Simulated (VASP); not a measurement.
Runs of VASP 6.6.1 on I. The structure is that of space group P6_3/mmc (No. 194), or close to it. The cells are those of the table. 

```tsv
task	cell	gap on the mesh (eV)	pressure (GPa)
electric field gradients	a = 4.311, b = 4.311, c = 4.915 Å, angles 90.0, 90.0, 120.0°, 2 atoms	none	(b)
single point	a = 4.339, b = 4.339, c = 4.947 Å, angles 90.0, 90.0, 120.0°, 2 atoms	none	-0.8
electric field gradients	a = 4.254, b = 4.254, c = 4.850 Å, angles 90.0, 90.0, 120.0°, 2 atoms	none	(a)
electric field gradients	a = 4.225, b = 4.225, c = 4.817 Å, angles 90.0, 90.0, 120.0°, 2 atoms	none	1.0
electric field gradients	a = 4.283, b = 4.283, c = 4.883 Å, angles 90.0, 90.0, 120.0°, 2 atoms	none	0.0
```

Alike in all rows: level PBE; potentials or basis VASP PAW PBE potentials, release 64 (I); no spin polarisation; k mesh 15 × 15 × 8; cutoff (eV) 520; smearing fermi-dirac 0.05 eV.

**Question.** Estimate the missing entries.

**Answer.** (a) 0.5; (b) -0.4.

Caveats: spin-orbit coupling is left out, which moves the levels of the heavy elements.

A k mesh can miss the band edges, and the runs leave out spin-orbit coupling on I.

A gap of «none» marks levels without a gap at the run's occupations.
